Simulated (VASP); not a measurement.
Set up this calculation in VASP 6.6.1, as the native input.

| Item | Value |
| --- | --- |
| Task | electric field gradients |
| Functional | LDA |
| Potentials or basis | VASP PAW LDA potentials, release 64 (K_sv, Ta_pv, O) |
| Cutoff | 520 eV |
| k mesh | 5 × 5 × 5 |
| Occupations | fermi-dirac, width 0.01 eV |
| Spin | no spin polarisation |
| Dipole correction | no |
| Further INCAR settings | ALGO = Normal; EDIFF = 1e-08; NBANDS = 27 |

The structure of KTaO3 lies in POSCAR:

```
KTaO3
1.0
    3.9085340000      0.0000000000      0.0000000000
    0.0000000000      3.9085340000      0.0000000000
    0.0000000000      0.0000000000      3.9883000000
K Ta O
1 1 3
Direct
    0.5000000000      0.5000000000      0.5000000000
    0.0000000000      0.0000000000      0.0000000000
    0.5000000000      0.0000000000      0.0000000000
    0.0000000000      0.5000000000      0.0000000000
    0.0000000000      0.0000000000      0.5000000000
```

This cell differs from its parent crystal: equal xx and yy strain of -2 %.

One way to write it, as run:

INCAR

```
  PREC = Accurate
  ENCUT = 520
  EDIFF = 1E-8
  ISMEAR = -1
  SIGMA = 0.01
  LREAL = F
  LASPH = T
  NELM = 80
  ALGO = Normal
  ISIF = 2
  LWAVE = F
  LCHARG = F
  LEFG = T
  NBANDS = 27
```

KPOINTS

```
Automatic mesh
0
Gamma
  5 5 5
```

Potentials or basis: VASP PAW LDA potentials, release 64 (K_sv, Ta_pv, O).

Run with:

```bash
$ cat potpaw_LDA.64/K_sv/POTCAR potpaw_LDA.64/Ta_pv/POTCAR potpaw_LDA.64/O/POTCAR > POTCAR
$ mpirun -np 1 vasp_std > vasp.out
```

It gave:

The pressure is 4.5 GPa. The band gap on the k mesh is 2.20 eV (least direct gap 2.67 eV). The largest electric field gradient by atom is K +2.5; Ta +119.1; O -4.8, +17.0 (each value once) V/Å².

Caveat: the cell differs from its parent crystal (equal xx and yy strain of -2 %); the cell stands under pressure; without QUAD_EFG the Cq values of the log hold for a quadrupole moment of 1 mb, not for the nuclei; spin-orbit coupling is left out, which moves the levels of the heavy elements; an odd mesh through Γ misses points on the zone boundary, where band edges can lie.

Run time: 80 s on 1 thread of Intel Xeon 8259CL, with other jobs on the host, peak memory 0.17 GiB.
